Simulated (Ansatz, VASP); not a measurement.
## Two plane-wave programs on LiF

The input POSCAR:

```
LiF
1.0
    0.0000000000      1.9133000000      2.0140000000
    2.0140000000      0.0000000000      2.0140000000
    2.0140000000      1.9133000000      0.0000000000
Li F
1 1
Direct
    0.0000000000      0.0000000000      0.0000000000
    0.5000000000      0.5000000000      0.5000000000
```

Contents of INCAR.step1:

```
PREC     = Accurate       # precision mode
ENCUT    = 520            # plane-wave cutoff, eV
ISMEAR   = 0              # smearing method
SIGMA    = 0.05           # smearing width, eV
LREAL    = F              # projectors in reciprocal space
LASPH    = T              # aspherical terms in the spheres
NELM     = 60             # most SCF steps
NBANDS   = 12             # bands
GGA      = PE             # functional
ALGO     = Normal         # electronic algorithm
EDIFF    = 1E-4           # SCF threshold, eV
LWAVE    = T              # write WAVECAR
LCHARG   = F              # write CHGCAR
```

INCAR.step2

```
PREC     = Accurate       # precision mode
ENCUT    = 520            # plane-wave cutoff, eV
EDIFF    = 1E-7           # SCF threshold, eV
ISMEAR   = 0              # smearing method
SIGMA    = 0.05           # smearing width, eV
LREAL    = F              # projectors in reciprocal space
LASPH    = T              # aspherical terms in the spheres
NELM     = 60             # most SCF steps
ALGO     = Normal         # electronic algorithm
ISIF     = 2              # what is computed and relaxed
LWAVE    = F              # write WAVECAR
LCHARG   = F              # write CHGCAR
METAGGA  = R2SCAN         # meta-GGA
LMIXTAU  = T            
NBANDS   = 12             # bands
ISTART   = 1
```

KPOINTS

```
regular mesh
0
Gamma
  10 10 10
```

Input for Ansatz:

```yaml
crystal:
  lattice:
    - [0.0, 1.9133, 2.014]
    - [2.014, 0.0, 2.014]
    - [2.014, 1.9133, 0.0]
  atoms:
    - { symbol: Li, position: [0.0, 0.0, 0.0] }
    - { symbol: F, position: [0.5, 0.5, 0.5] }
basis:
  ecutwfc: 500
kpoints:
  mp_grid: { grid: [10, 10, 10] }
hamiltonian:
  xc: r2scan
scf:
  occupations: { method: gaussian, width: 0.05 }
output:
  forces: true
  stress: true
  eigenvalues: true
```

Change from the starting cell: strain -0.0500 x Voigt [0, 1, 0, 0, 0, 0], atoms carried along.

Alike in both runs: task single point; functional r2SCAN; k mesh 10 × 10 × 10; occupations gaussian, width 0.05 eV; no spin polarisation.

```csv
,VASP,Ansatz
version,VASP 6.6.1,Ansatz 0.2.0
potentials or method,"VASP PAW PBE potentials, release 64 (Li_sv, F), cutoff 520 eV","scalar-relativistic, plane waves, PAW"
valence electrons in the cell,10,10
```

|  | VASP | Ansatz | Ansatz less VASP |
| --- | --- | --- | --- |
| gap on the k mesh at the Fermi level (eV) | 10.71 | 10.49 | -0.220 |
| least direct gap on the mesh (eV) | 10.71 | 10.49 | -0.220 |

VASP's potentials were made for PBE, not for r2SCAN. With one functional, cell and mesh, what is left measures potentials, basis and numerics.

Noted on VASP's run: the cutoff is short for stress, so the pressure is rough.
